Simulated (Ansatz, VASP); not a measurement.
# AlSn: VASP beside Ansatz

```
Al Sn
1.0
     9.30392    0.00000    0.00000
    -4.65196    8.05743    0.00000
     0.00000    0.00000    2.95554
Al Sn
3 3
Direct
  0.00000 0.00000 0.00000
  0.33333 0.66667 0.00000
  0.66667 0.33333 0.00000
  0.50000 0.00000 0.00000
  0.00000 0.50000 0.00000
  0.50000 0.50000 0.00000
```

Alike in both runs: functional PBE; k mesh 6 × 6 × 12; occupations gaussian, width 0.1 eV; no spin polarisation.

Ansatz relaxed the structure, and its values are those at the end. VASP's run is a single point on that final structure, the one shown.

|  | VASP | Ansatz |
| --- | --- | --- |
| version | VASP 6.6.1 | Ansatz 0.2.0 |
| potentials or method | VASP PAW PBE potentials, release 64 (Al, Sn_d), cutoff 520 eV | scalar-relativistic, plane waves, PAW |
| valence electrons in the cell | 51 | 51 |

```tsv
	VASP	Ansatz	Ansatz less VASP
gap on the k mesh at the Fermi level (eV)	none	none	-
pressure (GPa)	0.0	0.0	+0.04
```

A gap of «none» marks a metal or a gap that the smearing closes. With one functional, cell and mesh, what is left measures potentials, basis and numerics.
